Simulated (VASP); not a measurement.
Runs of VASP 6.6.1 on Tm2Ta. The structure is that of space group Fd-3m (No. 227), or close to it. The cells are those of the table. The cell was generated, and may not be a known phase.

```csv
task,cell,k mesh,gap on the mesh (eV),pressure (GPa),relaxed volume (Å³/atom)
single point,"a = 5.660 Å, angles 60.0°, 6 atoms",4 × 4 × 4,none,12.5,-
relaxation of cell and atoms,"relaxed from a = 5.660 Å, angles 60.0°, 6 atoms",4 × 4 × 4,none,-0.1,(a)
relaxation of cell and atoms,"relaxed from a = 5.893 Å, angles 60.0°, 6 atoms",8 × 8 × 8,none,0.0,24.44
single point,"a = 5.893 Å, angles 60.0°, 6 atoms",4 × 4 × 4,none,(b),-
single point,"a = 5.901 Å, angles 60.0°, 6 atoms",8 × 8 × 8,none,0.7,-
```

Alike in all rows: level PBE; potentials or basis VASP PAW PBE potentials, release 64 (Tm_3, Ta_pv), 4f in core; no spin polarisation; cutoff (eV) 500; smearing gaussian 0.1 eV.

Problem. Fill in the values left out.

Solution. (a) 24.46; (b) 1.0.

Caveats: spin-orbit coupling is left out, which moves the levels of the heavy elements; the 4f electrons are frozen in the core, so they carry no moment and show no levels; the cell stands under pressure (at least some runs).

A k mesh can miss the band edges, and the runs leave out spin-orbit coupling on Ta, Tm.

A gap of «none» marks levels without a gap at the run's occupations.
